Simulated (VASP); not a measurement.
Set up this calculation in VASP 6.6.1, as the native input.

* Task: single point
* Functional: PBEsol
* Potentials or basis: VASP PAW PBE potentials, release 64 (Ta_pv, O)
* Cutoff: 520 eV
* k mesh: 6 × 6 × 4
* Occupations: gaussian, width 0.1 eV
* Spin: no spin polarisation
* Dipole correction: no
* Further INCAR settings: ALGO = Normal; EDIFF = 1e-07; NBANDS = 33

The structure of Ta4O lies in POSCAR:

```
Ta4O
1.0
    3.2574970000      0.0000000000      0.0000000000
    0.0000000000      3.2574970000      0.0000000000
    0.0000000000      0.0000000000      7.4093410000
Ta O
4 1
Direct
    0.0000000000      0.0000000000      0.5000000000
    0.5000000000      0.5000000000      0.7831580000
    0.5000000000      0.5000000000      0.2168420000
    0.0000000000      0.0000000000      0.0000000000
    0.5000000000      0.5000000000      0.5000000000
```

One way to write it, as run:

INCAR

```
SYSTEM = Ta4O
PREC = Accurate
ENCUT = 520
EDIFF = 1E-7
ISMEAR = 0
SIGMA = 0.1
LREAL = .False.
LASPH = .True.
NELM = 80
ALGO = Normal
ISIF = 2
LWAVE = .False.
LCHARG = .True.
GGA = PS
LELF = .True.
LVHAR = .True.
NBANDS = 33
```

KPOINTS

```
regular mesh
0
Gamma
  6 6 4
  0 0 0
```

Potentials or basis: VASP PAW PBE potentials, release 64 (Ta_pv, O).

The run is started by

```console
$ cat potpaw_PBE.64/Ta_pv/POTCAR potpaw_PBE.64/O/POTCAR > POTCAR
$ mpirun -np 1 vasp_std > vasp.out
```

It gave:

```
Pressure               : -7.8 GPa
Largest force          : 0.147 eV/Å
Band gap on the k mesh : zero (band 25 reaches 6.48 eV, above the bottom of band 26 at 6.10 eV)
```

Caveat: the PAW data sets were made with another functional, which shifts forces and pressure a little; spin-orbit coupling is left out, which moves the levels of the heavy elements.

Wall time 110 s on 1 thread of AMD EPYC 7R43 64-Core Processor (Zen 3), with other jobs on the host, peak memory 0.17 GiB.
